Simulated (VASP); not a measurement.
Wanted: the native input for a VASP 6.6.1 run.

```yaml
Task: single point
Functional: LDA
Potentials_or_basis: VASP PAW LDA potentials, release 64 (Al)
Cutoff: 520 eV
k_mesh: 20 × 20 × 20
Occupations: gaussian, width 0.15 eV
Spin: no spin polarisation
Dipole_correction: no
Further_INCAR_settings: ALGO = Fast; EDIFF = 1e-06; NBANDS = 8
```

The structure of Al lies in POSCAR:

```
Al
1.0
   -1.5945736486      1.5945736486      1.5945736486
    1.5945736486     -1.5945736486      1.5945736486
    1.5945736486      1.5945736486     -1.5945736486
Al
1
Direct
    0.0000000000      0.0000000000      0.0000000000
```

This isn't the form of Al at room conditions, which is fcc.

These files were run (other wordings do the same):

INCAR

```
SYSTEM = Al
PREC = Accurate
ENCUT = 520
EDIFF = 1E-6
ISMEAR = 0
SIGMA = 0.15
LREAL = .False.
LASPH = .True.
NELM = 80
ALGO = Fast
ISIF = 2
LWAVE = .False.
LCHARG = .False.
NBANDS = 8
```

KPOINTS

```
regular mesh
0
Gamma
  20 20 20
  0 0 0
```

Potentials or basis: VASP PAW LDA potentials, release 64 (Al).

The run is started by

```bash
$ cat potpaw_LDA.64/Al/POTCAR > POTCAR
$ mpirun -np 1 vasp_std > vasp.out
```

It gave:

```yaml
Pressure: 0.0 GPa
Band_gap_on_the_k_mesh: zero (an odd number of electrons rules out a gap without spin polarisation)
```

Run time: 29 s on 1 thread of Intel Xeon 8259CL, on a shared host, peak memory 0.14 GiB.
